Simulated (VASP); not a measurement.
Runs of VASP 6.6.1 on Ir. Symmetry: P6_3/mmc, No. 194, hexagonal system. The conventional cell has a = 2.751 Å, b = 2.751 Å, c = 4.462 Å, α = 90.00°, β = 90.00°, γ = 120.00°. Within 3.6 Å of Ir (site symmetry -6m2) lie 12 Ir at 2.74 to 2.75 Å. 

```tsv
spin	fixed moment (μB)	gap on the mesh (eV)	pressure (GPa)	moment (μB)
collinear, zero start	0.0	-	-6.4	0.00
collinear, ferromagnetic start	1.0	-	(a)	1.00
collinear, ferromagnetic start	-	none	-6.4	0.00
collinear, ferromagnetic start	0.4	-	-6.1	0.40
off	-	none	-6.4	-
```

Alike in all rows: task single point; level r2SCAN; potentials or basis VASP PAW PBE potentials, release 64 (Ir); cell as given; k mesh 14 × 14 × 8; cutoff (eV) 520; smearing fermi-dirac 0.08 eV.

Estimate the missing entries.

(a) -4.5.

Caveats: the PAW data sets were made with another functional, which shifts forces and pressure a little; spin-orbit coupling is left out, which moves the levels of the heavy elements; the total moment is fixed, so each spin has its own Fermi level (some runs).

A k mesh can miss the band edges, and the runs leave out spin-orbit coupling on Ir.

A gap of «none» marks levels without a gap at the run's occupations.
